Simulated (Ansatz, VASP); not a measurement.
## One calculation of YbH3, two programs

```
Yb H
1.0
     0.00000    2.60497    2.60497
     2.60497    0.00000    2.60497
     2.60497    2.60497    0.00000
Yb H
1 3
Direct
  0.00000 0.00000 0.00000
  0.50000 0.50000 0.50000
  0.25000 0.25000 0.25000
  0.75000 0.75000 0.75000
```

Alike in both runs: functional PBE; k mesh 9 × 9 × 9; occupations fermi-dirac, width 0.05 eV; collinear spin; Hubbard terms Yb f U = 4.0 eV.

|  | VASP | Ansatz |
| --- | --- | --- |
| version | VASP 6.6.1 | Ansatz 0.2.0 |
| potentials or method | VASP PAW PBE potentials, release 64 (Yb, H) | Ansatz PAW |
| plane-wave cutoff (eV) | 520 | 420 |
| valence electrons in the cell | 27 | 27 |
| task | single point | projected density of states |

|  | VASP | Ansatz | Ansatz less VASP |
| --- | --- | --- | --- |
| gap on the k mesh at the Fermi level (eV) | none | none | - |
| pressure (GPa) | -1.7 | -3.6 | -1.91 |
| net moment per atom (μB) | 0.00 | 0.09 | +0.085 |
| size of the moment on the site where the two differ most (μB) | 0.01 | 0.36 | +0.350 |

Site moments also hang on the region over which each program counts them. The programs project onto different local orbitals, so the same U acts differently, and such runs can settle in different states. A gap of «none» marks a metal or a gap that the smearing closes.

Neither program's run includes spin-orbit coupling. Noted on Ansatz's run: the magnetic or orbital state may not be the lowest.
